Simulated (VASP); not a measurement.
# SrAl3 (Pm-3m) in VASP: settings compared, part 2 of 2

VASP 6.6.1. Earlier steps stand in the parts before.

## 3. Single point, PBE (22.83 Å³/atom)

This run uses another cell than the first one, of 22.83 Å³/atom.

Contents of INCAR:

```
  ALGO = Normal
  EDIFF = 1E-7
  ENCUT = 520
  GGA = PE
  ISIF = 2
  ISMEAR = 0
  LASPH = True
  LCHARG = True
  LELF = True
  LREAL = False
  LVHAR = True
  LWAVE = False
  NBANDS = 18
  NELM = 100
  PREC = Accurate
  SIGMA = 0.05
```

Contents of KPOINTS:

```
k-points
0
Gamma
  8 8 8
```

Contents of POSCAR:

```
SrAl3
1.0
    4.5033301177      0.0000000000      0.0000000000
    0.0000000000      4.5033301177      0.0000000000
    0.0000000000      0.0000000000      4.5033301177
Sr Al
1 3
Direct
    0.0000000000      0.0000000000      0.0000000000
    0.0000000000      0.5000000000      0.5000000000
    0.5000000000      0.5000000000      0.0000000000
    0.5000000000      0.0000000000      0.5000000000
```

Potentials or basis: VASP PAW PBE potentials, release 64 (Sr_sv, Al).

Started as:

```bash
> cat potpaw_PBE.64/Sr_sv/POTCAR potpaw_PBE.64/Al/POTCAR > POTCAR
> mpirun -np 1 vasp_std > vasp.out
```

OUTCAR:

```text
EDIFF = 1E-7
   ENCUT = 520
   GGA = PE
   ISIF = 2
   ISMEAR = 0
   LASPH = True
   LREAL = False
   NELM = 100
   PREC = Accurate

 ion  position               nearest neighbor table
   1  0.000  0.000  0.000-   2 3.18   3 3.18   4 3.18   2 3.18   4 3.18   2 3.18   3 3.18   2 3.18
                             3 3.18   4 3.18   4 3.18   3 3.18
   2  0.000  0.500  0.500-   1 3.18   3 3.18   4 3.18   1 3.18   3 3.18   1 3.18   4 3.18   1 3.18
                             3 3.18   4 3.18   3 3.18   4 3.18
   3  0.500  0.500  0.000-   1 3.18   2 3.18   4 3.18   2 3.18   4 3.18   1 3.18   4 3.18   4 3.18
                             1 3.18   2 3.18   2 3.18   1 3.18
   4  0.500  0.000  0.500-   1 3.18   2 3.18   3 3.18   1 3.18   3 3.18   2 3.18   3 3.18   3 3.18
                             1 3.18   2 3.18   1 3.18   2 3.18

  LATTYP: Found a simple cubic cell.
 ALAT       =     4.5033301177

  Lattice vectors:

 A1 = (   4.5033301177,   0.0000000000,   0.0000000000)
 A2 = (   0.0000000000,   4.5033301177,   0.0000000000)
 A3 = (   0.0000000000,   0.0000000000,   4.5033301177)

Analysis of symmetry for initial positions (statically):
=====================================================================
 Subroutine PRICEL returns:
 Original cell was already a primitive cell.

 Routine SETGRP: Setting up the symmetry group for a
 simple cubic supercell.

 Subroutine GETGRP returns: Found 48 space group operations
 (whereof 48 operations were pure point group operations)
 out of a pool of 48 trial point group operations.

The static configuration has the point symmetry O_h .

Analysis of symmetry for dynamics (positions and initial velocities):
=====================================================================
 Subroutine PRICEL returns:
 Original cell was already a primitive cell.

 Routine SETGRP: Setting up the symmetry group for a
 simple cubic supercell.

 Subroutine GETGRP returns: Found 48 space group operations
 (whereof 48 operations were pure point group operations)
 out of a pool of 48 trial point group operations.

The dynamic configuration has the point symmetry O_h .
[... 126 lines left out ...]
  Thomas-Fermi vector in A             =   2.100149
   LORBIT       =      0    0 simple, 1 ext, 2 COOP (PROOUT), +10 PAW based schemes
   GGA     = PE    functional components
   LHFCALC =     F    Hartree Fock is set to
   AEXX    =    0.0000 exact exchange contribution
   IVDW    =     0    specifies the selected vdW correction
   LEPSILON=     F    determine dielectric tensor
   LRPA    =     F    only Hartree local field effects (RPA)
 non-spin polarized calculation
 Gauss-broadening in eV      SIGMA  =   0.05
  energy-cutoff  :      520.00
  volume of cell :       91.33
 maximum number of plane-waves:      2517
 NGX is ok and might be reduce to    36
   NGX = 17   NGY = 17   NGZ = 17

 number of electron      19.0000000 magnetization

 Free energy of the ion-electron system (eV)
  ---------------------------------------------------
  ext. energy  EPLUGINS =         0.00000000
  ---------------------------------------------------
  free energy    TOTEN  =       -12.81507032 eV

  energy without entropy =      -12.81296449  energy(sigma->0) =      -12.81401740

 E-fermi :   4.7683     XC(G=0):  -9.4534

 val. band max:        4.7494855117   @ k =   0.5000   0.3750   0.0000
 cond. band min:       4.8648489719   @ k =   0.3750   0.3750   0.1250
 fundamental gap:      0.1153634602
 Fermi energy:         4.7683472371

 k-point     1 :       0.0000    0.0000    0.0000
  band No.  band energies     occupation
      1     -29.5257      2.00000
      2     -11.6983      2.00000
      3     -11.6983      2.00000
      4     -11.6983      2.00000
      5      -3.3302      2.00000
      6       2.5494      2.00000
[... 481 lines left out ...]
      5      -0.9119      2.00000
      6       0.1063      2.00000
[... 10 lines left out ...]
     17      10.6877      0.00000
     18      10.7881      0.00000

 [... further k-points ...]

------------------------ aborting loop because EDIFF is reached ----------------------------------------

  FORCE on cell =-STRESS in cart. coord.  units (eV):
  Direction    XX          YY          ZZ          XY          YZ          ZX
  --------------------------------------------------------------------------------------
  -------------------------------------------------------------------------------------
  Total       -0.5100074     -0.5100074     -0.5100074     -0.0000000      0.0000000      0.0000000
  in kB       -8.9471704     -8.9471704     -8.9471704     -0.0000000      0.0000000      0.0000000
  external PRESSURE =      -8.9471704 kB  Pullay stress =       0.0000000 kB

 VOLUME and BASIS-vectors are now :
 -----------------------------------------------------------------------------
  energy-cutoff  :      520.00
  volume of cell :       91.33
      direct lattice vectors                 reciprocal lattice vectors
     4.503330118  0.000000000  0.000000000     0.222057894  0.000000000  0.000000000
     0.000000000  4.503330118  0.000000000     0.000000000  0.222057894  0.000000000
     0.000000000  0.000000000  4.503330118     0.000000000  0.000000000  0.222057894

 POSITION                                       TOTAL-FORCE (eV/Angst)
 -----------------------------------------------------------------------------------
      0.00000      0.00000      0.00000         0.000000      0.000000      0.000000
      0.00000      2.25167      2.25167         0.000000      0.000000      0.000000
      2.25167      2.25167      0.00000         0.000000      0.000000      0.000000
      2.25167      0.00000      2.25167         0.000000      0.000000      0.000000
 -----------------------------------------------------------------------------------
    total drift:                                0.000000     -0.000000     -0.000000

  FREE ENERGIE OF THE ION-ELECTRON SYSTEM (eV)
  ---------------------------------------------------
  free  energy   TOTEN  =       -12.8150703186 eV

  energy  without entropy=      -12.8129644898  energy(sigma->0) =      -12.81401740
```

OSZICAR:

```text
N       E                     dE             d eps       ncg     rms          rms(c)
DAV:   1     0.528792942751E+02    0.52879E+02   -0.75826E+03  1260   0.877E+02
DAV:   2    -0.980857719800E+01   -0.62688E+02   -0.60032E+02  1570   0.159E+02
DAV:   3    -0.129399967730E+02   -0.31314E+01   -0.30866E+01  1982   0.280E+01
DAV:   4    -0.130225912639E+02   -0.82594E-01   -0.82544E-01  1702   0.416E+00
DAV:   5    -0.130239093339E+02   -0.13181E-02   -0.13180E-02  1816   0.513E-01    0.270E+01
DAV:   6    -0.128584634654E+02    0.16545E+00   -0.18738E-01  1616   0.201E+00    0.141E+01
DAV:   7    -0.128184653113E+02    0.39998E-01   -0.16843E-01  1698   0.194E+00    0.115E+00
DAV:   8    -0.128148796866E+02    0.35856E-02   -0.16838E-02  1464   0.697E-01    0.398E-01
DAV:   9    -0.128150404372E+02   -0.16075E-03   -0.11831E-03  1836   0.177E-01    0.631E-02
DAV:  10    -0.128150610742E+02   -0.20637E-04   -0.58890E-05  1636   0.393E-02    0.394E-02
DAV:  11    -0.128150715108E+02   -0.10437E-04   -0.76684E-06  2110   0.156E-02    0.493E-03
DAV:  12    -0.128150708458E+02    0.66494E-06   -0.64860E-07  1606   0.422E-03    0.528E-03
DAV:  13    -0.128150702928E+02    0.55299E-06   -0.46654E-07  1880   0.253E-03    0.960E-04
DAV:  14    -0.128150703186E+02   -0.25782E-07   -0.14336E-08   708   0.785E-04
   1 F= -.12815070E+02 E0= -.12814017E+02  d E =-.210583E-02
```

stdout:

```text
POSCAR found type information on POSCAR SrAl
 POSCAR found :  2 types and       4 ions
 scaLAPACK will be used
 LDA part: xc-table for (Slater+PW92), standard interpolation
 POSCAR, INCAR and KPOINTS ok, starting setup
 FFT: planning ... GRIDC
 FFT: planning ... GRID_SOFT
 FFT: planning ... GRID
 WAVECAR not read
 entering main loop
```

Wall time 89 s (1 thread of Intel Xeon 8259CL, shared host); peak memory 0.23 GiB.

What came out:

- Free energy: -12.8151 eV
- Pressure: -0.9 GPa
- Band gap on the k mesh: zero (an odd number of electrons rules out a gap without spin polarisation)

Levels at points of the mesh, in eV from the Fermi level:
| k point | band 6 | band 7 | band 8 | band 9 | band 10 | band 11 | band 12 | band 13 |
| --- | --- | --- | --- | --- | --- | --- | --- | --- |
| (0.00, 0.00, 0.00) | -2.22 | -2.22 | -0.87 | -0.87 | -0.87 | 2.47 | 3.23 | 3.23 |
| (0.50, 0.00, 0.00) | -5.80 | -0.89 | -0.89 | -0.46 | -0.44 | 1.61 | 1.61 | 2.09 |
| (0.50, 0.50, 0.00) | -4.35 | -4.35 | -2.86 | 0.36 | 0.36 | 1.36 | 1.71 | 2.96 |
| (0.50, 0.50, 0.50) | -4.23 | -4.23 | -3.20 | -1.38 | -1.38 | -1.38 | 2.66 | 5.61 |

The gap in the log of VASP goes by the Fermi energy; the results here count the filled bands.